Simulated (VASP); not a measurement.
A run of VASP 6.6.1 is set up as follows.

File POSCAR:

```
Nb
1.0
    3.3300000000      0.0000000000      0.0000000000
    0.0000000000      3.3300000000      0.0000000000
    0.0000000000      0.0000000000      3.3300000000
Nb
2
Direct
    0.0000000000      0.0000000000      0.0000000000
    0.5000000000      0.5000000000      0.5000000000
```

The input INCAR.step1:

```
SYSTEM = Nb
PREC = Accurate
ENCUT = 600
ISMEAR = -1
SIGMA = 0.1
LREAL = .False.
LASPH = .True.
NELM = 100
GGA = PE
ALGO = Normal
EDIFF = 1E-4
LWAVE = .True.
LCHARG = .False.
```

Contents of INCAR.step2:

```
SYSTEM = Nb
PREC = Accurate
ENCUT = 600
EDIFF = 1E-6
ISMEAR = -1
SIGMA = 0.1
LREAL = .False.
LASPH = .True.
NELM = 100
ALGO = Normal
ISIF = 8
LWAVE = .False.
LCHARG = .False.
METAGGA = R2SCAN
LMIXTAU = .True.
IBRION = 2
NSW = 80
EDIFFG = -0.03
ISTART = 1
```

The input KPOINTS:

```
Automatic mesh
0
Gamma
  14 14 14
  0 0 0
```

Potentials or basis: VASP PAW PBE potentials, release 64 (Nb_sv).

Command:

```bash
$ cat potpaw_PBE.64/Nb_sv/POTCAR > POTCAR
$ cp INCAR.step1 INCAR
$ mpirun -np 1 vasp_std > vasp.out
$ cp INCAR.step2 INCAR
$ mpirun -np 1 vasp_std > vasp.out
```

(1) What does it give for the space group after relaxing (to 0.05 Å)?

(2) Predict the relaxed cell.

(3) Estimate the band gap on the k mesh.

(4) What does it give for the relaxed volume?

Answers

(1) Im-3m (No. 229).

(2) a = 3.304 Å, b = 3.304 Å, c = 3.304 Å, α = 90.00°, β = 90.00°, γ = 90.00°.

(3) zero (band 13 reaches 13.37 eV, above the bottom of band 14 at 9.84 eV).

(4) 18.03 Å³/atom.

Caveat: the PAW data sets were made with another functional, which shifts forces and pressure a little.
